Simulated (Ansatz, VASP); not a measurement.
One calculation of KF, two programs

File INCAR:

```
PREC = Accurate
ENCUT = 520
EDIFF = 1E-7
ISMEAR = 0
SIGMA = 0.05
LREAL = F
LASPH = T
NELM = 60
ALGO = Normal
ISIF = 2
LWAVE = F
LCHARG = F
GGA = PE
NBANDS = 15
```

The input KPOINTS:

```
Automatic mesh
0
Gamma
  8 8 8
```

The input POSCAR:

```
KF
1.0
    0.0000000000      2.7105354767      2.8121805571
    2.7105354767      0.0000000000      2.8121805571
    2.7105354767      2.7105354767      0.0000000000
K F
1 1
Direct
    0.0000000000      0.0000000000      0.0000000000
    0.5000000000      0.5000000000      0.5000000000
```

Input for Ansatz:

```yaml
crystal:
  lattice:
    - [0.0, 2.7105354767, 2.8121805571]
    - [2.7105354767, 0.0, 2.8121805571]
    - [2.7105354767, 2.7105354767, 0.0]
  atoms:
    - { symbol: K, position: [0.0, 0.0, 0.0] }
    - { symbol: F, position: [0.5, 0.5, 0.5] }
basis:
  ecutwfc: 520.0
kpoints:
  mp_grid: { grid: [8, 8, 8] }
hamiltonian:
  xc: pbe
scf:
  occupations: { method: gaussian, width: 0.05 }
output:
  forces: true
  stress: true
  eigenvalues: true
```

Change from the starting cell: normal strain along x +0.0000, normal strain along z +0.0375.

Alike in both runs: task single point; functional PBE; k mesh 8 × 8 × 8; occupations gaussian, width 0.05 eV; no spin polarisation.

```csv
,VASP,Ansatz
version,VASP 6.6.1,Ansatz 0.2.0
potentials or method,"VASP PAW PBE potentials, release 64 (K_sv, F), cutoff 520 eV","scalar-relativistic, plane waves, PAW"
valence electrons in the cell,16,16
```

VASP gave:

| Property | Result |
| --- | --- |
| gap on the k mesh at the Fermi level (eV) | 5.75 |
| least direct gap on the mesh (eV) | 5.75 |
| pressure (GPa) | -0.9 |
| traceless stress, the component that is largest in VASP (GPa) | -0.84 |

Task: What did Ansatz give for the same quantities?

Result: gap on the k mesh at the Fermi level (eV): 5.76; least direct gap on the mesh (eV): 5.76; pressure (GPa): -0.9; traceless stress, the component that is largest in VASP (GPa): -0.81.
